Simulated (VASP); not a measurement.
# Si (P6_3/mmc) in VASP: single point with HSE06

Aim: the single point of Si with HSE06.

Everything below comes from runs of VASP 6.6.1. Logs are shortened: lines on timing, memory, paths and dates and some standing lists are left out, and cuts for length are marked.

## Step 1: The cell of the first run

The structure is hexagonal, space group P6_3/mmc (No. 194). The conventional cell has a = 3.947 Å, b = 3.947 Å, c = 6.531 Å, α = 90.00°, β = 90.00°, γ = 120.00°. Si (site symmetry 3m) has 4 Si at 2.42 to 2.45 Å within 3.2 Å.

This isn't the form of Si at room conditions, which is diamond.

## Step 2: Single point, HSE06 (strain +3.0%)

The input, POSCAR:

```
Si
1.0
    3.9470934276      0.0000000000      0.0000000000
   -1.9735467138      3.4182831794      0.0000000000
    0.0000000000      0.0000000000      6.5314533937
Si
4
Direct
    0.3333333333      0.6666666667      0.0003047060
    0.6666666667      0.3333333333      0.5003047060
    0.3333333333      0.6666666667      0.3746952940
    0.6666666667      0.3333333333      0.8746952940
```

The input, INCAR.step1:

```
PREC = Accurate ; ENCUT = 520
EDIFF = 1E-5 ; ISMEAR = 0
SIGMA = 0.01 ; LREAL = False
LASPH = True ; NELM = 60
ALGO = Normal ; ISIF = 2
LWAVE = True ; LCHARG = False
NBANDS = 16 ; GGA = PE
```

The input, INCAR.step2:

```
PREC = Accurate ; ENCUT = 520
EDIFF = 1E-7 ; ISMEAR = 0
SIGMA = 0.01 ; LREAL = False
LASPH = True ; NELM = 60
ALGO = Normal ; ISIF = 2
LWAVE = False ; LCHARG = False
GGA = PE ; LHFCALC = True
HFSCREEN = 0.2079 ; PRECFOCK = Normal
NBANDS = 16 ; ISTART = 1
```

The input, KPOINTS:

```
Automatic mesh
0
Gamma
  6 6 4
```

Potentials or basis: VASP PAW PBE potentials, release 64 (Si).

Started as:

```sh
cat potpaw_PBE.64/Si/POTCAR > POTCAR
cp INCAR.step1 INCAR
mpirun -np 1 vasp_std > vasp.out
cp INCAR.step2 INCAR
mpirun -np 1 vasp_std > vasp.out
```

OUTCAR:

```text
PREC = Accurate
   ENCUT = 520
   EDIFF = 1E-7
   ISMEAR = 0
   LREAL = False
   LASPH = True
   NELM = 60
   ISIF = 2
   GGA = PE
   LHFCALC = True
   HFSCREEN = 0.2079
   PRECFOCK = Normal
   ISTART = 1

 ion  position               nearest neighbor table
   1  0.333  0.667  0.000-   4 2.42   4 2.42   4 2.42   3 2.45
   2  0.667  0.333  0.500-   3 2.42   3 2.42   3 2.42   4 2.45
   3  0.333  0.667  0.375-   2 2.42   2 2.42   2 2.42   1 2.45
   4  0.667  0.333  0.875-   1 2.42   1 2.42   1 2.42   2 2.45

  LATTYP: Found a hexagonal cell.
 ALAT       =     3.9470934276
 C/A-ratio  =     1.6547501379

  Lattice vectors:

 A1 = (   3.9470934276,   0.0000000000,   0.0000000000)
 A2 = (  -1.9735467138,   3.4182831794,   0.0000000000)
 A3 = (   0.0000000000,   0.0000000000,   6.5314533937)

Analysis of symmetry for initial positions (statically):
=====================================================================
 Subroutine PRICEL returns:
 Original cell was already a primitive cell.

 Routine SETGRP: Setting up the symmetry group for a
 hexagonal supercell.

 Subroutine GETGRP returns: Found 24 space group operations
 (whereof  6 operations were pure point group operations)
 out of a pool of 24 trial point group operations.

The static configuration has the point symmetry C_3v.
 The point group associated with its full space group is D_6h.

Analysis of symmetry for dynamics (positions and initial velocities):
=====================================================================
 Subroutine PRICEL returns:
 Original cell was already a primitive cell.

 Routine SETGRP: Setting up the symmetry group for a
 hexagonal supercell.

 Subroutine GETGRP returns: Found 24 space group operations
 (whereof  6 operations were pure point group operations)
 out of a pool of 24 trial point group operations.

The dynamic configuration has the point symmetry C_3v.
 The point group associated with its full space group is D_6h.

 Subroutine INISYM returns: Found 24 space group operations
 (whereof  6 operations are pure point group operations),
 and found     1 'primitive' translations

----------------------------------------------------------------------------------------

                                     Primitive cell

  volume of cell :      88.1242

  direct lattice vectors                    reciprocal lattice vectors
     3.947093428  0.000000000  0.000000000     0.253350983  0.146272258  0.000000000
    -1.973546714  3.418283179  0.000000000     0.000000000  0.292544517  0.000000000
     0.000000000  0.000000000  6.531453394     0.000000000  0.000000000  0.153105280

  length of vectors
     3.947093428  3.947093428  6.531453394     0.292544517  0.292544517  0.153105280

  position of ions in fractional coordinates (direct lattice)
     0.333333333  0.666666667  0.000304706
     0.666666667  0.333333333  0.500304706
     0.333333333  0.666666667  0.374695294
     0.666666667  0.333333333  0.874695294

  ion indices of the primitive-cell ions
   primitive index   ion index
                 1           1
                 2           2
                 3           3
                 4           4

----------------------------------------------------------------------------------------

 KPOINTS: Automatic mesh

Automatic generation of k-mesh.
 Grid dimensions read from file:
 generate k-points for:    6    6    4

 Generating k-lattice:

  Cartesian coordinates                     Fractional coordinates (reciprocal lattice)
     0.042225164  0.024378710  0.000000000     0.166666667  0.000000000  0.000000000
     0.000000000  0.048757419  0.000000000     0.000000000  0.166666667  0.000000000
     0.000000000  0.000000000  0.038276320     0.000000000  0.000000000  0.250000000

  Length of vectors
     0.048757419  0.048757419  0.038276320

  Shift w.r.t. Gamma in fractional coordinates (k-lattice)
     0.000000000  0.000000000  0.000000000

 Subroutine IBZKPT returns following result:
 ===========================================

 Found     21 irreducible k-points:

 Following reciprocal coordinates:
            Coordinates               Weight
  0.000000  0.000000  0.000000      1.000000
  0.166667 -0.000000  0.000000      6.000000
  0.333333  0.000000  0.000000      6.000000
  0.500000 -0.000000  0.000000      3.000000
  0.166667  0.166667  0.000000      6.000000
  0.333333  0.166667  0.000000     12.000000
[... 13 lines left out ...]
  0.333333  0.166667  0.500000     12.000000
  0.333333  0.333333  0.500000      2.000000
   k-points           NKPTS =     21   k-points in BZ     NKDIM =    144   number of bands    NBANDS=     16
   number of dos      NEDOS =    301   number of ions     NIONS =      4
   total plane-waves  NPLWV =  45000
   dimension x,y,z NGX =    30 NGY =   30 NGZ =   50
   dimension x,y,z NGXF=    60 NGYF=   60 NGZF=  100
   ions per type =               4
   NGX,Y,Z   is equivalent  to a cutoff of  12.64, 12.64, 12.73 a.u.
   NGXF,Y,Z  is equivalent  to a cutoff of  25.27, 25.27, 25.45 a.u.
 SYSTEM =  unknown system
   PREC   = accura    normal or accurate (medium, high low for compatibility)
   ISTART =      1    job   : 0-new  1-cont  2-samecut
   ICHARG =      0    charge: 1-file 2-atom 10-const
   ISPIN  =      1    spin polarized calculation?
   LNONCOLLINEAR =      F non collinear calculations
   LSORBIT =      F    spin-orbit coupling
   LASPH  =      T    aspherical Exc in radial PAW
   ENCUT  =  520.0 eV  38.22 Ry    6.18 a.u.   7.34  7.34 12.14*2*pi/ulx,y,z
   NELM   =     60;   NELMIN=  2; NELMDL=  0     # of ELM steps
   EDIFF  = 0.1E-06   stopping-criterion for ELM
   LREAL  =      F    real-space projection
   EDIFFG = 0.1E-05   stopping-criterion for IOM
   NSW    =      0    number of steps for IOM
   IBRION =     -1    ionic relax: 0-MD 1-quasi-New 2-CG
   NFREE  =      0    steps in history (QN), initial steepest desc. (CG)
   ISIF   =      2    stress and relaxation
   ISYM   =      3    0-nonsym 1-usesym 2-fastsym
   POTIM  = 0.5000    time-step for ionic-motion
   TEBEG  =    0.0;   TEEND  =   0.0 temperature during run
   PSTRESS=    0.0 pullay stress
   NELECT =      16.0000    total number of electrons
   NUPDOWN=      -1.0000    fix difference up-down
   EMIN   =  10.00;   EMAX   =-10.00  energy-range for DOS
   EFERMI =   0.00;   METHOD = LEGACY
   ISMEAR =     0;   SIGMA  =   0.01  broadening in eV -4-tet -1-fermi 0-gaus
   EFERMI_NEDOS =   21; number of points for ismear=-14 and -15
   IALGO  =     38    algorithm
   IMIX   =      1    mixing-type and parameters
     AMIX     =   0.40;   BMIX     =  1.00
     AMIX_MAG =   1.60;   BMIX_MAG =  1.00
  volume/ion in A,a.u.               =      22.03       148.67
  Fermi-wavevector in a.u.,A,eV,Ry     =   0.927007  1.751789 11.692060  0.859342
  Thomas-Fermi vector in A             =   2.053031
   LORBIT       =      0    0 simple, 1 ext, 2 COOP (PROOUT), +10 PAW based schemes
   GGA     = PE    functional components
   LHFCALC =     T    Hartree Fock is set to
   PRECFOCK=normal    Normal, Fast or Accurate (Low or Medium for compatibility)
   ENCUT4O =  -1.0   cutoff for four orbital integrals eV
   NKREDX  =     1    reduce k-point grid by
   NKREDY  =     1    reduce k-point grid by
   NKREDZ  =     1    reduce k-point grid by
   AEXX    =    0.2500 exact exchange contribution
   HFSCREEN=    0.2079 screening length (either q_TF or 0.3 A-1)
   HFSCREENC=   0.2079 screening length for correlation (either q_TF or 0.3 A-1)
   ENCUTFOCK=  -1.0 apply spherical cutoff to Coloumb kernel
   IVDW    =     0    specifies the selected vdW correction
   LEPSILON=     F    determine dielectric tensor
   LRPA    =     F    only Hartree local field effects (RPA)
 non-spin polarized calculation
 Gauss-broadening in eV      SIGMA  =   0.01
  energy-cutoff  :      520.00
  volume of cell :       88.12
 maximum number of plane-waves:      2400
 NGX is ok and might be reduce to    30
  NGX = 24; NGY = 24; NGZ = 40

 number of electron      15.9999999 magnetization

 Free energy of the ion-electron system (eV)
  ---------------------------------------------------
  ext. energy  EPLUGINS =         0.00000000
  ---------------------------------------------------
  free energy    TOTEN  =       -24.83052980 eV

  energy without entropy =      -24.83052980  energy(sigma->0) =      -24.83052980

 E-fermi :   4.8396     XC(G=0):  -7.5541

 val. band max:        4.7810268604   @ k =   0.0000   0.0000   0.0000
 cond. band min:       5.9406590293   @ k =   0.5000  -0.0000   0.0000
 fundamental gap:      1.1596321689
 Fermi energy:         4.8395895805

 k-point     1 :       0.0000    0.0000    0.0000
  band No.  band energies     occupation
      1      -8.0670      2.00000
      2      -5.7747      2.00000
      3      -2.6930      2.00000
      4       3.2734      2.00000
      5       3.2734      2.00000
      6       4.4873      2.00000
[... 8 lines left out ...]
     15       9.7236      0.00000
     16      11.6866      0.00000

 k-point     2 :       0.1667   -0.0000    0.0000
  band No.  band energies     occupation
      1      -7.7365      2.00000
      2      -5.4322      2.00000
      3      -2.5883      2.00000
      4       1.4086      2.00000
      5       2.7454      2.00000
      6       2.7831      2.00000
[... 8 lines left out ...]
     15      10.8253      0.00000
     16      10.8380      0.00000

 k-point     3 :       0.3333    0.0000    0.0000
  band No.  band energies     occupation
      1      -6.7958      2.00000
      2      -4.4480      2.00000
      3      -3.0257      2.00000
      4      -0.0524      2.00000
      5       0.0790      2.00000
      6       2.0140      2.00000
[... 8 lines left out ...]
     15      12.5111      0.00000
     16      12.7845      0.00000
[... 305 lines left out ...]
 k-point    20 :       0.3333    0.1667    0.5000
  band No.  band energies     occupation
      1      -5.2273      2.00000
      2      -5.2273      2.00000
      3      -2.4711      2.00000
      4      -2.4711      2.00000
      5       1.2526      2.00000
      6       1.2526      2.00000
[... 8 lines left out ...]
     15      12.2885      0.00000
     16      12.2885      0.00000

 k-point    21 :       0.3333    0.3333    0.5000
  band No.  band energies     occupation
      1      -4.5637      2.00000
      2      -4.5637      2.00000
      3      -3.0759      2.00000
      4      -3.0759      2.00000
      5       0.3896      2.00000
      6       0.3896      2.00000
[... 8 lines left out ...]
     15      11.9356      0.00000
     16      11.9356      0.00000

------------------------ aborting loop because EDIFF is reached ----------------------------------------

  FORCE on cell =-STRESS in cart. coord.  units (eV):
  Direction    XX          YY          ZZ          XY          YZ          ZX
  --------------------------------------------------------------------------------------
  -------------------------------------------------------------------------------------
  Total       -4.0947937     -4.0947937     -4.3975479      0.0000000      0.0000000     -0.0000000
  in kB      -74.4470218    -74.4470218    -79.9513648      0.0000000      0.0000000     -0.0000000
  external PRESSURE =     -76.2818028 kB  Pullay stress =       0.0000000 kB

 VOLUME and BASIS-vectors are now :
 -----------------------------------------------------------------------------
  energy-cutoff  :      520.00
  volume of cell :       88.12
      direct lattice vectors                 reciprocal lattice vectors
     3.947093428  0.000000000  0.000000000     0.253350983  0.146272258  0.000000000
    -1.973546714  3.418283179  0.000000000     0.000000000  0.292544517  0.000000000
     0.000000000  0.000000000  6.531453394     0.000000000  0.000000000  0.153105280

 POSITION                                       TOTAL-FORCE (eV/Angst)
 -----------------------------------------------------------------------------------
     -0.00000      2.27886      0.00199         0.000000     -0.000000     -0.013503
      1.97355      1.13943      3.26772         0.000000      0.000000     -0.013503
     -0.00000      2.27886      2.44730         0.000000     -0.000000      0.013503
      1.97355      1.13943      5.71303        -0.000000      0.000000      0.013503
 -----------------------------------------------------------------------------------
    total drift:                               -0.000000     -0.000000     -0.000005

  FREE ENERGIE OF THE ION-ELECTRON SYSTEM (eV)
  ---------------------------------------------------
  free  energy   TOTEN  =       -24.8305297988 eV

  energy  without entropy=      -24.8305297988  energy(sigma->0) =      -24.83052980
```

Wall time 51 min (1 thread of Intel Xeon Platinum 8259CL at 2.50GHz (Skylake/Cascade Lake), shared host); peak memory 0.33 GiB.

Results:

* Free energy: -24.8305 eV
* Pressure: -7.6 GPa
* Largest force: 0.014 eV/Å
* Band gap on the k mesh: 1.16 eV (least direct gap 1.44 eV)

Forces on the atoms (eV/Å):
```
Si   0.000  0.000 -0.014
Si   0.000  0.000 -0.014
Si   0.000  0.000  0.014
Si   0.000  0.000  0.014
```

Caveat: the cell differs from its parent crystal (strain +3.0%); the cell stands under tension; the PAW data sets were made with another functional, which shifts forces and pressure a little.
